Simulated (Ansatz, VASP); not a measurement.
One calculation of Fe, two programs

```
CELL_PARAMETERS angstrom
2.47890 0.00000 0.00000
-1.23945 2.14679 0.00000
0.00000 0.00000 3.92049
ATOMIC_POSITIONS crystal
Fe 0.33333 0.66667 0.25000
Fe 0.66667 0.33333 0.75000
```

Alike in both runs: functional RPBE; k mesh 14 × 14 × 8; occupations fermi-dirac, width 0.1 eV; no spin polarisation.

Ansatz relaxed the structure, and its values are those at the end. VASP's run is a single point on that final structure, the one shown.

|  | VASP | Ansatz |
| --- | --- | --- |
| version | VASP 6.6.1 | Ansatz 0.2.0 |
| potentials or method | VASP PAW PBE potentials, release 64 (Fe), cutoff 520 eV | plane waves (420 eV) with PAW, scalar-relativistic |
| valence electrons in the cell | 16 | 32 |

Ansatz gave:

```
pressure (GPa) : 0.0
```

Task: What did VASP give for the same quantities?

Result: Pressure (GPa): -0.5.

VASP's potentials were made for PBE, not for RPBE. With one functional, cell and mesh, what is left measures potentials, basis and numerics. VASP's potentials hold 16 valence electrons a cell and Ansatz's 32, so a difference there can come from the potentials and not from the codes.
